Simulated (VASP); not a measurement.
# BiTe (Fm-3m) in VASP: a series of runs

Runs on BiTe. Level: PBE. Tasks: single point.

Program: VASP 6.6.1. These are calculated values, not measurements. Logs are shortened: lines on timing, memory, paths and dates and some standing lists are left out, and cuts for length are marked.

## Step 1: The cell of the first run

It takes space group Fm-3m (No. 225, cubic). The conventional cell has a = 6.555 Å, b = 6.555 Å, c = 6.555 Å, α = 90.00°, β = 90.00°, γ = 90.00°. Within 4.3 Å of Bi (site symmetry m-3m) lie 6 Te at 3.28 Å. Within 4.3 Å of Te (site symmetry m-3m) lie 6 Bi at 3.28 Å.

## Step 2: Single point, PBE

File INCAR:

```
SYSTEM = BiTe
PREC     = Accurate       ! precision mode
ENCUT    = 520            ! plane-wave cutoff, eV
EDIFF    = 1E-7           ! SCF threshold, eV
ISMEAR   = 0              ! smearing method
SIGMA    = 0.1            ! smearing width, eV
LREAL    = .FALSE.        ! projectors in reciprocal space
LASPH    = .TRUE.         ! aspherical terms in the spheres
NELM     = 60             ! most SCF steps
ALGO     = Normal         ! electronic algorithm
ISIF     = 2              ! what is computed and relaxed
LWAVE    = .FALSE.        ! write WAVECAR
LCHARG   = .FALSE.        ! write CHGCAR
GGA      = PE             ! functional
NBANDS   = 18             ! bands
```

File KPOINTS:

```
regular mesh
0
G
  8 8 8
  0 0 0
```

File POSCAR:

```
BiTe
1.0
    0.0000000000      3.2775706714      3.2775706714
    3.2775706714      0.0000000000      3.2775706714
    3.2775706714      3.2775706714      0.0000000000
Bi Te
1 1
Direct
    0.0000000000      0.0000000000      0.0000000000
    0.5000000000      0.5000000000      0.5000000000
```

Potentials or basis: VASP PAW PBE potentials, release 64 (Bi_d, Te).

Run with:

```
$ cat potpaw_PBE.64/Bi_d/POTCAR potpaw_PBE.64/Te/POTCAR > POTCAR
$ mpirun -np 1 vasp_std > vasp.out
```

OUTCAR:

```text
SYSTEM = BiTe
   PREC = Accurate
   ENCUT = 520
   EDIFF = 1E-7
   ISMEAR = 0
   LREAL = .FALSE.
   LASPH = .TRUE.
   NELM = 60
   ISIF = 2
   GGA = PE

 ion  position               nearest neighbor table
   1  0.000  0.000  0.000-   2 3.28   2 3.28   2 3.28   2 3.28   2 3.28   2 3.28
   2  0.500  0.500  0.500-   1 3.28   1 3.28   1 3.28   1 3.28   1 3.28   1 3.28

  LATTYP: Found a face centered cubic cell.
 ALAT       =     6.5551413428

  Lattice vectors:

 A1 = (   0.0000000000,   3.2775706714,   3.2775706714)
 A2 = (   3.2775706714,   0.0000000000,   3.2775706714)
 A3 = (   3.2775706714,   3.2775706714,   0.0000000000)

Analysis of symmetry for initial positions (statically):
=====================================================================
 Subroutine PRICEL returns:
 Original cell was already a primitive cell.

 Routine SETGRP: Setting up the symmetry group for a
 face centered cubic supercell.

 Subroutine GETGRP returns: Found 48 space group operations
[... 9 lines left out ...]

 Routine SETGRP: Setting up the symmetry group for a
 face centered cubic supercell.

 Subroutine GETGRP returns: Found 48 space group operations
[... 11 lines left out ...]
                                     Primitive cell

  volume of cell :      70.4184

  direct lattice vectors                    reciprocal lattice vectors
     0.000000000  3.277570671  3.277570671    -0.152552012  0.152552012  0.152552012
     3.277570671  0.000000000  3.277570671     0.152552012 -0.152552012  0.152552012
     3.277570671  3.277570671  0.000000000     0.152552012  0.152552012 -0.152552012

  length of vectors
     4.635184895  4.635184895  4.635184895     0.264227835  0.264227835  0.264227835

  position of ions in fractional coordinates (direct lattice)
     0.000000000  0.000000000  0.000000000
     0.500000000  0.500000000  0.500000000

  ion indices of the primitive-cell ions
   primitive index   ion index
                 1           1
                 2           2

----------------------------------------------------------------------------------------

 KPOINTS: regular mesh

Automatic generation of k-mesh.
 Grid dimensions read from file:
 generate k-points for:    8    8    8

 Generating k-lattice:

  Cartesian coordinates                     Fractional coordinates (reciprocal lattice)
    -0.019069001  0.019069001  0.019069001     0.125000000  0.000000000  0.000000000
     0.019069001 -0.019069001  0.019069001     0.000000000  0.125000000  0.000000000
     0.019069001  0.019069001 -0.019069001     0.000000000  0.000000000  0.125000000

  Length of vectors
     0.033028479  0.033028479  0.033028479

  Shift w.r.t. Gamma in fractional coordinates (k-lattice)
     0.000000000  0.000000000  0.000000000

 Subroutine IBZKPT returns following result:
 ===========================================

 Found     29 irreducible k-points:

 Following reciprocal coordinates:
            Coordinates               Weight
  0.000000  0.000000  0.000000      1.000000
  0.125000  0.000000  0.000000      8.000000
  0.250000  0.000000  0.000000      8.000000
  0.375000  0.000000  0.000000      8.000000
  0.500000  0.000000  0.000000      4.000000
  0.125000  0.125000  0.000000      6.000000
[... 16 lines left out ...]
  0.500000  0.250000  0.125000     48.000000
 -0.375000  0.250000  0.125000     24.000000
 [... further k-points ...]
   k-points           NKPTS =     29   k-points in BZ     NKDIM =     29   number of bands    NBANDS=     18
   number of dos      NEDOS =    301   number of ions     NIONS =      2
   total plane-waves  NPLWV =  46656
   dimension x,y,z NGX =    36 NGY =   36 NGZ =   36
   dimension x,y,z NGXF=    72 NGYF=   72 NGZF=   72
   ions per type =               1   1
   NGX,Y,Z   is equivalent  to a cutoff of  12.91, 12.91, 12.91 a.u.
   NGXF,Y,Z  is equivalent  to a cutoff of  25.82, 25.82, 25.82 a.u.
 SYSTEM =  BiTe
   PREC   = accura    normal or accurate (medium, high low for compatibility)
   ISTART =      0    job   : 0-new  1-cont  2-samecut
   ICHARG =      2    charge: 1-file 2-atom 10-const
   ISPIN  =      1    spin polarized calculation?
   LNONCOLLINEAR =      F non collinear calculations
   LSORBIT =      F    spin-orbit coupling
   LASPH  =      T    aspherical Exc in radial PAW
   ENCUT  =  520.0 eV  38.22 Ry    6.18 a.u.   8.62  8.62  8.62*2*pi/ulx,y,z
   NELM   =     60;   NELMIN=  2; NELMDL= -5     # of ELM steps
   EDIFF  = 0.1E-06   stopping-criterion for ELM
   LREAL  =      F    real-space projection
   EDIFFG = 0.1E-05   stopping-criterion for IOM
   NSW    =      0    number of steps for IOM
   IBRION =     -1    ionic relax: 0-MD 1-quasi-New 2-CG
   NFREE  =      0    steps in history (QN), initial steepest desc. (CG)
   ISIF   =      2    stress and relaxation
   ISYM   =      2    0-nonsym 1-usesym 2-fastsym
   POTIM  = 0.5000    time-step for ionic-motion
   TEBEG  =    0.0;   TEEND  =   0.0 temperature during run
   PSTRESS=    0.0 pullay stress
   NELECT =      21.0000    total number of electrons
   NUPDOWN=      -1.0000    fix difference up-down
   EMIN   =  10.00;   EMAX   =-10.00  energy-range for DOS
   EFERMI =   0.00;   METHOD = LEGACY
   ISMEAR =     0;   SIGMA  =   0.10  broadening in eV -4-tet -1-fermi 0-gaus
   EFERMI_NEDOS =   21; number of points for ismear=-14 and -15
   IALGO  =     38    algorithm
   IMIX   =      4    mixing-type and parameters
     AMIX     =   0.40;   BMIX     =  1.00
     AMIX_MAG =   1.60;   BMIX_MAG =  1.00
  volume/ion in A,a.u.               =      35.21       237.60
  Fermi-wavevector in a.u.,A,eV,Ry     =   1.093753  2.066893 16.276586  1.196295
  Thomas-Fermi vector in A             =   2.230044
   LORBIT       =      0    0 simple, 1 ext, 2 COOP (PROOUT), +10 PAW based schemes
   GGA     = PE    functional components
   LHFCALC =     F    Hartree Fock is set to
   AEXX    =    0.0000 exact exchange contribution
   IVDW    =     0    specifies the selected vdW correction
   LEPSILON=     F    determine dielectric tensor
   LRPA    =     F    only Hartree local field effects (RPA)
 non-spin polarized calculation
 Gauss-broadening in eV      SIGMA  =   0.10
  energy-cutoff  :      520.00
  volume of cell :       70.42
 maximum number of plane-waves:      1924
 NGX is ok and might be reduce to    36
   NGX = 17   NGY = 17   NGZ = 17

 number of electron      20.9999994 magnetization

 Free energy of the ion-electron system (eV)
  ---------------------------------------------------
  ext. energy  EPLUGINS =         0.00000000
  ---------------------------------------------------
  free energy    TOTEN  =        -7.17854090 eV

  energy without entropy =       -7.17082879  energy(sigma->0) =       -7.17468485

 E-fermi :   6.1782     XC(G=0):  -9.2576

 val. band max:        6.1669211038   @ k =   0.5000   0.2500   0.1250
 cond. band min:       6.3297988299   @ k =   0.3750   0.1250   0.0000
 fundamental gap:      0.1628777261
 Fermi energy:         6.1781865620

 k-point     1 :       0.0000    0.0000    0.0000
  band No.  band energies     occupation
      1     -16.9393      2.00000
      2     -16.9393      2.00000
      3     -16.9386      2.00000
      4     -16.9386      2.00000
      5     -16.9386      2.00000
      6      -7.0751      2.00000
[... 10 lines left out ...]
     17      12.1200      0.00000
     18      12.7985      0.00000

 k-point     2 :       0.1250    0.0000    0.0000
  band No.  band energies     occupation
      1     -16.9398      2.00000
      2     -16.9398      2.00000
      3     -16.9384      2.00000
      4     -16.9378      2.00000
      5     -16.9378      2.00000
      6      -6.9429      2.00000
[... 10 lines left out ...]
     17      12.9946      0.00000
     18      13.5373      0.00000

 k-point     3 :       0.2500    0.0000    0.0000
  band No.  band energies     occupation
      1     -16.9412      2.00000
      2     -16.9412      2.00000
      3     -16.9378      2.00000
      4     -16.9356      2.00000
      5     -16.9356      2.00000
      6      -6.5526      2.00000
[... 10 lines left out ...]
     17      14.7154      0.00000
     18      15.2183      0.00000

 k-point     4 :       0.3750    0.0000    0.0000
  band No.  band energies     occupation
      1     -16.9426      2.00000
      2     -16.9426      2.00000
      3     -16.9372      2.00000
      4     -16.9334      2.00000
      5     -16.9334      2.00000
      6      -5.9270      2.00000
[... 10 lines left out ...]
     17      15.2387      0.00000
     18      16.6947      0.00000

 k-point     5 :       0.5000    0.0000    0.0000
  band No.  band energies     occupation
      1     -16.9432      2.00000
      2     -16.9432      2.00000
      3     -16.9370      2.00000
      4     -16.9325      2.00000
      5     -16.9325      2.00000
      6      -5.2354      2.00000
[... 10 lines left out ...]
     17      14.3639      0.00000
     18      15.3212      0.00000

 k-point     6 :       0.1250    0.1250    0.0000
  band No.  band energies     occupation
      1     -16.9407      2.00000
      2     -16.9390      2.00000
      3     -16.9387      2.00000
      4     -16.9374      2.00000
      5     -16.9374      2.00000
      6      -6.9006      2.00000
[... 307 lines left out ...]
 k-point    21 :       0.5000    0.5000    0.0000
  band No.  band energies     occupation
      1     -16.9505      2.00000
      2     -16.9415      2.00000
      3     -16.9354      2.00000
      4     -16.9299      2.00000
      5     -16.9299      2.00000
      6      -5.4407      2.00000
[... 10 lines left out ...]
     17      15.7288      0.00000
     18      16.7023      0.00000

 k-point    22 :       0.3750    0.2500    0.1250
  band No.  band energies     occupation
      1     -16.9438      2.00000
      2     -16.9394      2.00000
      3     -16.9387      2.00000
      4     -16.9345      2.00000
      5     -16.9337      2.00000
      6      -6.2401      2.00000
[... 10 lines left out ...]
     17      13.9482      0.00000
     18      15.0974      0.00000

 k-point    23 :       0.5000    0.2500    0.1250
  band No.  band energies     occupation
      1     -16.9447      2.00000
      2     -16.9403      2.00000
      3     -16.9373      2.00000
      4     -16.9336      2.00000
      5     -16.9325      2.00000
      6      -5.6733      2.00000
[... 10 lines left out ...]
     17      14.7580      0.00000
     18      15.6486      0.00000

 k-point    24 :      -0.3750    0.2500    0.1250
  band No.  band energies     occupation
      1     -16.9449      2.00000
      2     -16.9409      2.00000
      3     -16.9359      2.00000
      4     -16.9342      2.00000
      5     -16.9319      2.00000
      6      -5.0890      2.00000
[... 10 lines left out ...]
     17      15.0732      0.00000
     18      16.9394      0.00000

 [... further k-points ...]
[... 5 lines left out ...]
  --------------------------------------------------------------------------------------
  -------------------------------------------------------------------------------------
  Total       -0.5301717     -0.5301717     -0.5301717      0.0000000      0.0000000      0.0000000
  in kB      -12.0626013    -12.0626013    -12.0626013      0.0000000      0.0000000      0.0000000
  external PRESSURE =     -12.0626013 kB  Pullay stress =       0.0000000 kB

 VOLUME and BASIS-vectors are now :
 -----------------------------------------------------------------------------
  energy-cutoff  :      520.00
  volume of cell :       70.42
      direct lattice vectors                 reciprocal lattice vectors
     0.000000000  3.277570671  3.277570671    -0.152552012  0.152552012  0.152552012
     3.277570671  0.000000000  3.277570671     0.152552012 -0.152552012  0.152552012
     3.277570671  3.277570671  0.000000000     0.152552012  0.152552012 -0.152552012

 POSITION                                       TOTAL-FORCE (eV/Angst)
 -----------------------------------------------------------------------------------
      0.00000      0.00000      0.00000        -0.000000      0.000000     -0.000000
      3.27757      3.27757      3.27757         0.000000      0.000000      0.000000
 -----------------------------------------------------------------------------------
    total drift:                               -0.000000      0.000000      0.000000

  FREE ENERGIE OF THE ION-ELECTRON SYSTEM (eV)
  ---------------------------------------------------
  free  energy   TOTEN  =        -7.1785409003 eV

  energy  without entropy=       -7.1708287941  energy(sigma->0) =       -7.17468485
```

Run time: 27 s. Hardware: 1 thread of Intel Xeon Platinum 8488C (Sapphire Rapids), shared host; peak memory 0.21 GiB.

What came out:

* Free energy: -7.1785 eV
* Pressure: -1.2 GPa

Caveat: spin-orbit coupling is left out, which moves the levels of the heavy elements.

## Step 3: Single point, PBE

This run uses another cell than the first one, of 36.56 Å³/atom, 1.038 times its volume.

File INCAR:

```
ALGO = Normal ; EDIFF = 1E-7
ENCUT = 520 ; GGA = PE
ISIF = 2 ; ISMEAR = 0
LASPH = True ; LCHARG = True
LELF = True ; LREAL = False
LVHAR = True ; LWAVE = False
NBANDS = 18 ; NELM = 60
PREC = Accurate ; SIGMA = 0.1
```

File KPOINTS:

```
k-points
0
Gamma
  8 8 8
```

File POSCAR:

```
BiTe
1.0
    0.0000000000      3.3190633125      3.3190633125
    3.3190633125      0.0000000000      3.3190633125
    3.3190633125      3.3190633125      0.0000000000
Bi Te
1 1
Direct
    0.0000000000      0.0000000000      0.0000000000
    0.5000000000      0.5000000000      0.5000000000
```

Potentials or basis: VASP PAW PBE potentials, release 64 (Bi_d, Te).

Run with:

```
$ cat potpaw_PBE.64/Bi_d/POTCAR potpaw_PBE.64/Te/POTCAR > POTCAR
$ mpirun -np 1 vasp_std > vasp.out
```

Wall time 34 s (1 thread of Intel Xeon Platinum 8488C (Sapphire Rapids), shared host); peak memory 0.22 GiB.

Results (log left out):

* Free energy: -7.1463 eV
* Pressure: -2.7 GPa

Levels at points of the mesh, in eV from the Fermi level:
```csv
k point,band 7,band 8,band 9,band 10,band 11,band 12,band 13,band 14
"(0.00, 0.00, 0.00)",-8.39,-2.34,-2.34,-2.34,2.00,2.00,2.00,4.79
"(0.50, 0.00, 0.00)",-11.00,-1.76,-1.76,-1.60,-0.77,-0.50,-0.50,7.17
"(0.50, 0.50, 0.00)",-9.93,-5.15,-3.66,-3.66,2.53,3.24,3.24,4.42
```

Caveat: spin-orbit coupling is left out, which moves the levels of the heavy elements.

## Step 4: Single point, PBE

This run uses another cell than the first one, of 37.92 Å³/atom, 1.077 times its volume.

File INCAR:

```
ALGO = Normal
EDIFF = 1E-7
ENCUT = 520
GGA = PE
ISIF = 2
ISMEAR = 0
LASPH = T
LCHARG = F
LREAL = F
LWAVE = F
NBANDS = 18
NELM = 100
PREC = Accurate
SIGMA = 0.1
```

KPOINTS is that of step 3.

File POSCAR:

```
BiTe
1.0
    0.0000000000      3.3595436839      3.3595436839
    3.3595436839      0.0000000000      3.3595436839
    3.3595436839      3.3595436839      0.0000000000
Bi Te
1 1
Direct
    0.0000000000      0.0000000000      0.0000000000
    0.5000000000      0.5000000000      0.5000000000
```

Potentials or basis: VASP PAW PBE potentials, release 64 (Bi_d, Te).

Run with:

```
$ cat potpaw_PBE.64/Bi_d/POTCAR potpaw_PBE.64/Te/POTCAR > POTCAR
$ mpirun -np 1 vasp_std > vasp.out
```

OUTCAR:

```text
EDIFF = 1E-7
   ENCUT = 520
   GGA = PE
   ISIF = 2
   ISMEAR = 0
   LASPH = T
   LREAL = F
   NELM = 100
   PREC = Accurate

 ion  position               nearest neighbor table
   1  0.000  0.000  0.000-   2 3.36   2 3.36   2 3.36   2 3.36   2 3.36   2 3.36
   2  0.500  0.500  0.500-   1 3.36   1 3.36   1 3.36   1 3.36   1 3.36   1 3.36

  LATTYP: Found a face centered cubic cell.
 ALAT       =     6.7190873678

  Lattice vectors:

 A1 = (   0.0000000000,   3.3595436839,   3.3595436839)
 A2 = (   3.3595436839,   0.0000000000,   3.3595436839)
[... 189 lines left out ...]
      5     -17.7639      2.00000
      6      -7.4513      2.00000
[... 481 lines left out ...]
      5     -17.7614      2.00000
      6      -5.6819      2.00000
[... 10 lines left out ...]
     17      14.0782      0.00000
     18      15.7462      0.00000

 [... further k-points ...]
[... 5 lines left out ...]
  --------------------------------------------------------------------------------------
  -------------------------------------------------------------------------------------
  Total       -1.8024419     -1.8024419     -1.8024419     -0.0000000     -0.0000000      0.0000000
  in kB      -38.0803552    -38.0803552    -38.0803552     -0.0000000     -0.0000000      0.0000000
  external PRESSURE =     -38.0803552 kB  Pullay stress =       0.0000000 kB

 VOLUME and BASIS-vectors are now :
 -----------------------------------------------------------------------------
  energy-cutoff  :      520.00
  volume of cell :       75.84
      direct lattice vectors                 reciprocal lattice vectors
     0.000000000  3.359543684  3.359543684    -0.148829736  0.148829736  0.148829736
     3.359543684  0.000000000  3.359543684     0.148829736 -0.148829736  0.148829736
     3.359543684  3.359543684  0.000000000     0.148829736  0.148829736 -0.148829736

 POSITION                                       TOTAL-FORCE (eV/Angst)
 -----------------------------------------------------------------------------------
      0.00000      0.00000      0.00000        -0.000000      0.000000      0.000000
      3.35954      3.35954      3.35954         0.000000     -0.000000     -0.000000
 -----------------------------------------------------------------------------------
    total drift:                               -0.000000      0.000000      0.000000

  FREE ENERGIE OF THE ION-ELECTRON SYSTEM (eV)
  ---------------------------------------------------
  free  energy   TOTEN  =        -7.0921731776 eV

  energy  without entropy=       -7.0833486496  energy(sigma->0) =       -7.08776091
```

OSZICAR:

```text
N       E                     dE             d eps       ncg     rms          rms(c)
DAV:   1     0.156461311936E+03    0.15646E+03   -0.96841E+03  1044   0.108E+03
DAV:   2     0.504574102444E+01   -0.15142E+03   -0.14765E+03  1120   0.294E+02
DAV:   3    -0.677958948628E+01   -0.11825E+02   -0.11686E+02  1242   0.882E+01
DAV:   4    -0.711811835728E+01   -0.33853E+00   -0.33791E+00  1274   0.162E+01
DAV:   5    -0.713357443012E+01   -0.15456E-01   -0.15455E-01  1448   0.323E+00    0.497E+00
DAV:   6    -0.708664045039E+01    0.46934E-01   -0.17573E-01  1456   0.229E+00    0.304E+00
DAV:   7    -0.709118748482E+01   -0.45470E-02   -0.26584E-02  1138   0.803E-01    0.910E-01
DAV:   8    -0.709201198372E+01   -0.82450E-03   -0.27810E-03  1220   0.355E-01    0.117E-01
DAV:   9    -0.709216003396E+01   -0.14805E-03   -0.45076E-04  1184   0.119E-01    0.505E-02
DAV:  10    -0.709216505275E+01   -0.50188E-05   -0.25186E-05  1364   0.286E-02    0.422E-02
DAV:  11    -0.709217500960E+01   -0.99569E-05   -0.42393E-05  1120   0.483E-02    0.113E-02
DAV:  12    -0.709217320341E+01    0.18062E-05   -0.70119E-06  1246   0.209E-02    0.340E-03
DAV:  13    -0.709217317761E+01    0.25797E-07   -0.78210E-07  1262   0.706E-03
   1 F= -.70921732E+01 E0= -.70877609E+01  d E =-.882453E-02
```

stdout:

```text
POSCAR found type information on POSCAR BiTe
 POSCAR found :  2 types and       2 ions
 scaLAPACK will be used
 LDA part: xc-table for (Slater+PW92), standard interpolation
 POSCAR, INCAR and KPOINTS ok, starting setup
 FFT: planning ... GRIDC
 FFT: planning ... GRID_SOFT
 FFT: planning ... GRID
 WAVECAR not read
 entering main loop
```

It took 28 s on 1 thread of Intel Xeon Platinum 8488C (Sapphire Rapids), shared host; peak memory 0.22 GiB.

What came out:

| Property | Result |
| --- | --- |
| Free energy | -7.0922 eV |
| Pressure | -3.8 GPa |

Caveat: spin-orbit coupling is left out, which moves the levels of the heavy elements.

## Step 5: The runs side by side

| cell | gap on the mesh (eV) | pressure (GPa) |
| --- | --- | --- |
| a = 4.635 Å, angles 60.0°, 2 atoms | none | -1.2 |
| a = 4.694 Å, angles 60.0°, 2 atoms | none | -2.7 |
| a = 4.751 Å, angles 60.0°, 2 atoms | none | -3.8 |

Alike in all rows: task single point; level PBE; potentials or basis VASP PAW PBE potentials, release 64 (Bi_d, Te); no spin polarisation; k mesh 8 × 8 × 8; cutoff (eV) 520; smearing gaussian 0.1 eV.

Caveats: spin-orbit coupling is left out, which moves the levels of the heavy elements.

Absolute energies hang on the potentials; compare differences alone.
